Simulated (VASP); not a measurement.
Here is a VASP 6.6.1 calculation.

INCAR

```
SYSTEM = Mo3W
PREC = Accurate ; ENCUT = 500
EDIFF = 1E-6 ; ISMEAR = 0
SIGMA = 0.1 ; LREAL = .False.
LASPH = .True. ; NELM = 120
ALGO = Normal ; ISIF = 2
LWAVE = .False. ; LCHARG = .False.
GGA = PE ; NBANDS = 36
GGA_COMPAT = .False.
```

File KPOINTS:

```
Automatic mesh
0
Gamma
  4 4 4
  0 0 0
```

Contents of POSCAR:

```
Mo3W
1.0
    0.0000000000      4.1182184600      4.1182184600
    4.1182184600      0.0000000000      4.1182184600
    4.1182184600      4.1182184600      0.0000000000
Mo W
3 1
Direct
    0.0000000000      0.0000000000      0.0000000000
    0.2500000000      0.2500000000      0.2500000000
    0.7500000000      0.7500000000      0.7500000000
    0.5000000000      0.5000000000      0.5000000000
```

Potentials or basis: VASP PAW PBE potentials, release 64 (Mo_sv, W_sv).

Command:

```sh
$ cat potpaw_PBE.64/Mo_sv/POTCAR potpaw_PBE.64/W_sv/POTCAR > POTCAR
$ mpirun -np 1 vasp_std > vasp.out
```

(1) What does it give for the band gap on the k mesh?

(2) Predict the pressure.

## Answers

(1) 0.19 eV, indirect (least direct gap 0.32 eV).

(2) -34.1 GPa.

Caveat: spin-orbit coupling is left out, which moves the levels of the heavy elements.
